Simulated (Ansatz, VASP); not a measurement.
**In3Cu in VASP and in Ansatz**

```xyz
4
Lattice="4.4828 0.0000 0.0000 0.0000 4.4828 0.0000 0.0000 0.0000 4.4828" Properties=species:S:1:pos:R:3 pbc="T T T"
In    0.0000    2.2414    2.2414
In    2.2414    0.0000    2.2414
In    2.2414    2.2414    0.0000
Cu    0.0000    0.0000    0.0000
```

Alike in both runs: task relaxation of cell and atoms; functional PBE; k mesh 10 × 10 × 10; occupations gaussian, width 0.1 eV; no spin polarisation.

|  | VASP | Ansatz |
| --- | --- | --- |
| version | VASP 6.6.1 | Ansatz 0.2.0 |
| potentials or method | VASP PAW PBE potentials, release 64 (In_d, Cu), cutoff 600 eV | scalar-relativistic, plane waves, PAW |
| valence electrons in the cell | 50 | 58 |

Ansatz gave:

| Property | Result |
| --- | --- |
| gap on the k mesh at the Fermi level, each at its own relaxed structure (eV) | none |
| relaxed volume (Å³/atom) | 22.75 |
| relaxed length of the cell vector where the two differ most in proportion (Å) | 4.498 |

Problem. Which values does VASP return?

Solution. gap on the k mesh at the Fermi level, each at its own relaxed structure (eV): none; relaxed volume (Å³/atom): 22.78; relaxed length of the cell vector where the two differ most in proportion (Å): 4.500.

A gap of «none» marks a metal or a gap that the smearing closes. VASP's potentials hold 50 valence electrons a cell and Ansatz's 58, so a difference there can come from the potentials and not from the codes.
